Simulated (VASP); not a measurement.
# Ti in VASP: notebook, part 2 of 2

VASP 6.6.1. The steps go on from the part before.

## 3. Single point, r2SCAN (functional r2SCAN, strained)

Input file POSCAR:

```
Ti
1.0
   -1.6100671500      1.6100671500      1.6100671500
    1.6100671500     -1.6100671500      1.6100671500
    1.6100671500      1.6100671500     -1.6100671500
Ti
1
Direct
    0.0000000000      0.0000000000      0.0000000000
```

Input file INCAR.step1:

```
SYSTEM = Ti
PREC = Accurate
ENCUT = 520
ISMEAR = 0
SIGMA = 0.1
LREAL = .False.
LASPH = .True.
NELM = 60
NBANDS = 12
GGA = PE
ALGO = Normal
EDIFF = 1E-4
LWAVE = .True.
LCHARG = .False.
```

Input file INCAR.step2:

```
SYSTEM = Ti
PREC = Accurate
ENCUT = 520
EDIFF = 1E-6
ISMEAR = 0
SIGMA = 0.1
LREAL = .False.
LASPH = .True.
NELM = 60
ALGO = Normal
ISIF = 2
LWAVE = .False.
LCHARG = .False.
METAGGA = R2SCAN
LMIXTAU = .True.
NBANDS = 12
ISTART = 1
```

Input file KPOINTS:

```
Automatic mesh
0
Gamma
  18 18 18
  0 0 0
```

Potentials or basis: VASP PAW PBE potentials, release 64 (Ti_sv).

The run is started by

```sh
$ cat potpaw_PBE.64/Ti_sv/POTCAR > POTCAR
$ cp INCAR.step1 INCAR
$ mpirun -np 1 vasp_std > vasp.out
$ cp INCAR.step2 INCAR
$ mpirun -np 1 vasp_std > vasp.out
```

OUTCAR:

```text
SYSTEM = Ti
   PREC = Accurate
   ENCUT = 520
   EDIFF = 1E-6
   ISMEAR = 0
   LREAL = .False.
   LASPH = .True.
   NELM = 60
   ISIF = 2
   METAGGA = R2SCAN
   ISTART = 1

 ion  position               nearest neighbor table
   1  0.000  0.000  0.000-

  LATTYP: Found a body centered cubic cell.
 ALAT       =     3.2201343000

  Lattice vectors:

 A1 = (  -1.6100671500,   1.6100671500,   1.6100671500)
 A2 = (   1.6100671500,  -1.6100671500,   1.6100671500)
 A3 = (   1.6100671500,   1.6100671500,  -1.6100671500)

Analysis of symmetry for initial positions (statically):
=====================================================================
 Subroutine PRICEL returns:
 Original cell was already a primitive cell.

 Routine SETGRP: Setting up the symmetry group for a
 body centered cubic supercell.

 Subroutine GETGRP returns: Found 48 space group operations
 (whereof 48 operations were pure point group operations)
 out of a pool of 48 trial point group operations.

The static configuration has the point symmetry O_h .

Analysis of symmetry for dynamics (positions and initial velocities):
=====================================================================
 Subroutine PRICEL returns:
 Original cell was already a primitive cell.

 Routine SETGRP: Setting up the symmetry group for a
 body centered cubic supercell.

 Subroutine GETGRP returns: Found 48 space group operations
 (whereof 48 operations were pure point group operations)
 out of a pool of 48 trial point group operations.

The dynamic configuration has the point symmetry O_h .

 Subroutine INISYM returns: Found 48 space group operations
 (whereof 48 operations are pure point group operations),
 and found     1 'primitive' translations

----------------------------------------------------------------------------------------

                                     Primitive cell

  volume of cell :      16.6952

[... 109 lines left out ...]
  Thomas-Fermi vector in A             =   2.582198
   LORBIT       =      0    0 simple, 1 ext, 2 COOP (PROOUT), +10 PAW based schemes
   METAGGA = R2SCAN    functional components
   LHFCALC =     F    Hartree Fock is set to
   AEXX    =    0.0000 exact exchange contribution
   IVDW    =     0    specifies the selected vdW correction
   LEPSILON=     F    determine dielectric tensor
   LRPA    =     F    only Hartree local field effects (RPA)
 non-spin polarized calculation
 Gauss-broadening in eV      SIGMA  =   0.10
  energy-cutoff  :      520.00
  volume of cell :       16.70
 maximum number of plane-waves:       468
 NGX is ok and might be reduce to    24
   NGX = 11   NGY = 11   NGZ = 11

 number of electron      11.9999998 magnetization

 Free energy of the ion-electron system (eV)
  ---------------------------------------------------
  ext. energy  EPLUGINS =         0.00000000
  ---------------------------------------------------
  free energy    TOTEN  =       -12.81248119 eV

  energy without entropy =      -12.80310685  energy(sigma->0) =      -12.80779402

 E-fermi :   8.5452     XC(G=0): -12.6036

 val. band max:        8.5391351920   @ k =  -0.2222   0.3333   0.1111
 cond. band min:       8.5575456117   @ k =  -0.2778   0.3333   0.1111
 fundamental gap:      0.0184104197
 Fermi energy:         8.5451647604

 k-point     1 :       0.0000    0.0000    0.0000
  band No.  band energies     occupation
      1     -50.2790      2.00000
      2     -25.0341      2.00000
      3     -25.0341      2.00000
      4     -25.0341      2.00000
      5       2.1241      2.00000
      6       9.7262      0.00000
      7       9.7262      0.00000
      8       9.7262      0.00000
      9      11.5940      0.00000
     10      11.5940      0.00000
     11      26.9184      0.00000
     12      26.9184      0.00000
[... 331 lines left out ...]
 k-point    24 :       0.3889    0.1111    0.0000
  band No.  band energies     occupation
      1     -50.1182      2.00000
      2     -25.7734      2.00000
      3     -25.2981      2.00000
      4     -25.0739      2.00000
      5       6.0994      2.00000
      6       8.2133      2.00000
      7       9.0127      0.00000
      8      11.5297      0.00000
      9      12.1157      0.00000
     10      13.5816      0.00000
     11      18.5276      0.00000
     12      22.4707      0.00000

 [... further k-points ...]
[... 5 lines left out ...]
  --------------------------------------------------------------------------------------
  -------------------------------------------------------------------------------------
  Total        0.3923091      0.3923091      0.3923091      0.0000000      0.0000000     -0.0000000
  in kB       37.6484434     37.6484434     37.6484434      0.0000000      0.0000000     -0.0000000
  external PRESSURE =      37.6484434 kB  Pullay stress =       0.0000000 kB

 VOLUME and BASIS-vectors are now :
 -----------------------------------------------------------------------------
  energy-cutoff  :      520.00
  volume of cell :       16.70
      direct lattice vectors                 reciprocal lattice vectors
    -1.610067150  1.610067150  1.610067150     0.000000000  0.310546054  0.310546054
     1.610067150 -1.610067150  1.610067150     0.310546054  0.000000000  0.310546054
     1.610067150  1.610067150 -1.610067150     0.310546054  0.310546054  0.000000000

 POSITION                                       TOTAL-FORCE (eV/Angst)
 -----------------------------------------------------------------------------------
      0.00000      0.00000      0.00000         0.000000      0.000000      0.000000
 -----------------------------------------------------------------------------------
    total drift:                                0.000000      0.000000     -0.000000

  FREE ENERGIE OF THE ION-ELECTRON SYSTEM (eV)
  ---------------------------------------------------
  free  energy   TOTEN  =       -12.8124811897 eV

  energy  without entropy=      -12.8031068539  energy(sigma->0) =      -12.80779402
```

OUTCAR.step1:

```text
SYSTEM = Ti
   PREC = Accurate
   ENCUT = 520
   ISMEAR = 0
   LREAL = .False.
   LASPH = .True.
   NELM = 60
[... 577 lines left out ...]
 -----------------------------------------------------------------------------------
      0.00000      0.00000      0.00000         0.000000     -0.000000      0.000000
 -----------------------------------------------------------------------------------
    total drift:                                0.000000      0.000000      0.000000

  FREE ENERGIE OF THE ION-ELECTRON SYSTEM (eV)
  ---------------------------------------------------
  free  energy   TOTEN  =        -7.7250586846 eV

  energy  without entropy=       -7.7140447101  energy(sigma->0) =       -7.71955170
```

OSZICAR.step1:

```text
N       E                     dE             d eps       ncg     rms          rms(c)
DAV:   1     0.862485748114E+02    0.86249E+02   -0.64761E+03  4704   0.121E+03
DAV:   2    -0.444886855979E+01   -0.90697E+02   -0.88320E+02  4760   0.296E+02
DAV:   3    -0.859911570306E+01   -0.41502E+01   -0.40942E+01  6464   0.643E+01
DAV:   4    -0.868462470103E+01   -0.85509E-01   -0.85429E-01  5132   0.825E+00
DAV:   5    -0.868696421850E+01   -0.23395E-02   -0.23395E-02  5508   0.119E+00    0.857E+00
DAV:   6    -0.771675067700E+01    0.97021E+00   -0.22414E+00  5092   0.215E+01    0.224E+00
DAV:   7    -0.771339963050E+01    0.33510E-02   -0.77010E-02  5576   0.309E+00    0.129E+00
DAV:   8    -0.772454962910E+01   -0.11150E-01   -0.37375E-02  4912   0.220E+00    0.101E-01
DAV:   9    -0.772499814467E+01   -0.44852E-03   -0.30671E-03  5696   0.511E-01    0.864E-02
DAV:  10    -0.772505868463E+01   -0.60540E-04   -0.22950E-04  4932   0.170E-01
   1 F= -.77250587E+01 E0= -.77195517E+01  d E =-.110140E-01
```

Wall time 88 s (1 thread of Intel Xeon Platinum 8375C at 2.90GHz (Ice Lake), shared host); peak memory 0.17 GiB.

Results:

```yaml
Free_energy: -12.8125 eV
Pressure: 3.8 GPa
Band_gap_on_the_k_mesh: zero (band 6 reaches 9.73 eV, above the bottom of band 7 at 7.86 eV)
```

Caveat: the cell differs from its parent crystal (functional r2SCAN, strained); the PAW data sets were made with another functional, which shifts forces and pressure a little.

## 4. Single point, r2SCAN (functional r2SCAN, strained)

Input file POSCAR:

```
Ti
1.0
   -1.7004206100      1.7004206100      1.7004206100
    1.7004206100     -1.7004206100      1.7004206100
    1.7004206100      1.7004206100     -1.7004206100
Ti
1
Direct
    0.0000000000      0.0000000000      0.0000000000
```

Input file INCAR.step1:

```
PREC = Accurate
ENCUT = 520
ISMEAR = 0
SIGMA = 0.1
LREAL = F
LASPH = T
NELM = 60
NBANDS = 12
GGA = PE
ALGO = Normal
EDIFF = 1E-4
LWAVE = T
LCHARG = F
```

Input file INCAR.step2:

```
PREC = Accurate
ENCUT = 520
EDIFF = 1E-7
ISMEAR = 0
SIGMA = 0.1
LREAL = F
LASPH = T
NELM = 60
ALGO = Normal
ISIF = 2
LWAVE = F
LCHARG = F
METAGGA = R2SCAN
LMIXTAU = T
NBANDS = 12
ISTART = 1
```

Input file KPOINTS:

```
Automatic mesh
0
Gamma
  18 18 18
```

The run is started by

```sh
$ cat potpaw_PBE.64/Ti_sv/POTCAR > POTCAR
$ cp INCAR.step1 INCAR
$ mpirun -np 1 vasp_std > vasp.out
$ cp INCAR.step2 INCAR
$ mpirun -np 1 vasp_std > vasp.out
```

Wall time 1.9 min (1 thread of Intel Xeon Platinum 8375C at 2.90GHz (Ice Lake), shared host); peak memory 0.17 GiB.

It converged, with:

| Property | Result |
| --- | --- |
| Free energy | -12.7249 eV |
| Pressure | -11.6 GPa |
| Band gap on the k mesh | zero (band 6 reaches 7.88 eV, above the bottom of band 7 at 6.25 eV) |

Levels at points of the mesh, in eV from the Fermi level:
```tsv
k point	band 3	band 4	band 5	band 6	band 7	band 8	band 9	band 10
(0.00, 0.00, 0.00)	-34.12	-34.12	-6.06	1.01	1.01	1.01	2.53	2.53
(0.50, 0.00, 0.00)	-34.27	-34.12	-2.29	-0.23	0.64	2.51	2.81	3.82
(0.50, 0.50, 0.50)	-34.44	-34.44	-1.86	-1.86	3.52	3.52	3.52	7.77
```

Caveat: the cell differs from its parent crystal (functional r2SCAN, strained); the PAW data sets were made with another functional, which shifts forces and pressure a little.

## 5. Single point, PBEsol (strained)

Input file INCAR:

```
SYSTEM = Ti
PREC = Accurate ; ENCUT = 520
EDIFF = 1E-6 ; ISMEAR = 0
SIGMA = 0.1 ; LREAL = .False.
LASPH = .True. ; NELM = 80
ALGO = Fast ; ISIF = 2
LWAVE = .False. ; LCHARG = .True.
GGA = PS ; LELF = .True.
LVHAR = .True. ; NBANDS = 12
```

Input file KPOINTS:

```
Automatic mesh
0
Gamma
  16 16 16
  0 0 0
```

Input file POSCAR:

```
Ti
1.0
   -1.6199952000      1.5987442500      1.6224238800
    1.6735246200     -1.5963155700      1.6735246200
    1.6224238800      1.5987442500     -1.6199952000
Ti
1
Direct
    0.0000000000      0.0000000000      0.0000000000
```

The run is started by

```sh
$ cat potpaw_PBE.64/Ti_sv/POTCAR > POTCAR
$ mpirun -np 1 vasp_std > vasp.out
```

It took 3.8 min on 1 thread of Intel Xeon Platinum 8375C at 2.90GHz (Ice Lake), shared host; peak memory 0.33 GiB.

The run converged. Its results:

```
Free energy            : -8.2253 eV
Pressure               : -5.4 GPa
Band gap on the k mesh : zero (band 6 reaches 8.85 eV, above the bottom of band 7 at 7.33 eV)
```

Stress tensor (GPa, compression positive):
```
-5.12 -0.07 -1.24
-0.07 -5.82 -0.07
-1.24 -0.07 -5.12
```

Levels at points of the mesh, in eV from the Fermi level:
| k point | band 4 | band 5 | band 6 | band 7 | band 8 | band 9 |
| --- | --- | --- | --- | --- | --- | --- |
| (0.00, 0.00, 0.00) | -32.22 | -5.95 | 0.82 | 0.90 | 1.22 | 2.64 |
| (0.50, 0.00, 0.00) | -32.26 | -2.46 | -0.50 | 1.21 | 2.79 | 3.17 |
| (0.00, 0.50, 0.00) | -32.22 | -2.49 | -0.29 | 0.79 | 2.66 | 3.14 |
| (0.50, 0.50, 0.00) | -32.26 | -2.46 | -0.49 | 1.23 | 2.78 | 3.16 |
| (0.50, 0.00, 0.50) | -32.26 | -2.44 | -0.17 | 1.25 | 2.49 | 2.90 |
| (0.50, 0.50, 0.50) | -32.69 | -2.14 | -2.07 | 3.77 | 3.97 | 4.06 |

Caveat: the cell differs from its parent crystal (strained); the PAW data sets were made with another functional, which shifts forces and pressure a little.

## 6. The runs side by side

| level | cell | k mesh | gap on the mesh (eV) | pressure (GPa) |
| --- | --- | --- | --- | --- |
| PBEsol | a = 2.779 Å, angles 109.5°, 1 atom | 18 × 18 × 18 | none | -0.1 |
| r2SCAN | a = 2.789 Å, angles 109.5°, 1 atom | 18 × 18 × 18 | none | 3.8 |
| r2SCAN | a = 2.945 Å, angles 109.5°, 1 atom | 18 × 18 × 18 | none | -11.6 |
| PBEsol | a = 2.795, b = 2.855 Å, angles 108.6, 110.2, 108.6°, 1 atom | 16 × 16 × 16 | none | -5.4 |

Alike in all rows: task single point; potentials or basis VASP PAW PBE potentials, release 64 (Ti_sv); no spin polarisation; cutoff (eV) 520; smearing gaussian 0.1 eV.

Caveats: the PAW data sets were made with another functional, which shifts forces and pressure a little.

Absolute energies hang on the potentials; compare differences alone.
